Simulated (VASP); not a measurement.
Write the native input for VASP 6.6.1 that does the following.

| Property | Result |
| --- | --- |
| Task | single point |
| Functional | PBE |
| Potentials or basis | VASP PAW PBE potentials, release 64 (Y_sv) |
| Cutoff | 520 eV |
| k mesh | 14 × 14 × 14 |
| Occupations | fermi-dirac, width 0.03 eV |
| Spin | no spin polarisation |
| Dipole correction | no |
| Further INCAR settings | ALGO = Normal; EDIFF = 1e-06; NBANDS = 12 |

The structure of Y lies in POSCAR:

```
Y
1.0
    0.0000000000      2.5096055606      2.5096055606
    2.5096055606      0.0000000000      2.5096055606
    2.5096055606      2.5096055606      0.0000000000
Y
1
Direct
    0.0000000000      0.0000000000      0.0000000000
```

This cell differs from its parent crystal: volume scaled by 1.03.

One way to write it, as run:

INCAR

```
ALGO     = Normal         # electronic algorithm
EDIFF    = 1E-6           # SCF threshold, eV
ENCUT    = 520            # plane-wave cutoff, eV
GGA      = PE             # functional
ISIF     = 2              # what is computed and relaxed
ISMEAR   = -1             # smearing method
LASPH    = True           # aspherical terms in the spheres
LCHARG   = False          # write CHGCAR
LREAL    = False          # projectors in reciprocal space
LWAVE    = False          # write WAVECAR
NBANDS   = 12             # bands
NELM     = 100            # most SCF steps
PREC     = Accurate       # precision mode
SIGMA    = 0.03           # smearing width, eV
```

KPOINTS

```
k-points
0
Gamma
  14 14 14
```

Potentials or basis: VASP PAW PBE potentials, release 64 (Y_sv).

Launch:

```console
$ cat potpaw_PBE.64/Y_sv/POTCAR > POTCAR
$ mpirun -np 1 vasp_std > vasp.out
```

It gave:

```yaml
Pressure: 0.9 GPa
```

It took 36 s on 1 thread of Intel(R) Xeon(R) Platinum 8375C CPU @ 2.90GHz (Ice Lake) (shared host), peak memory 0.2 GiB.
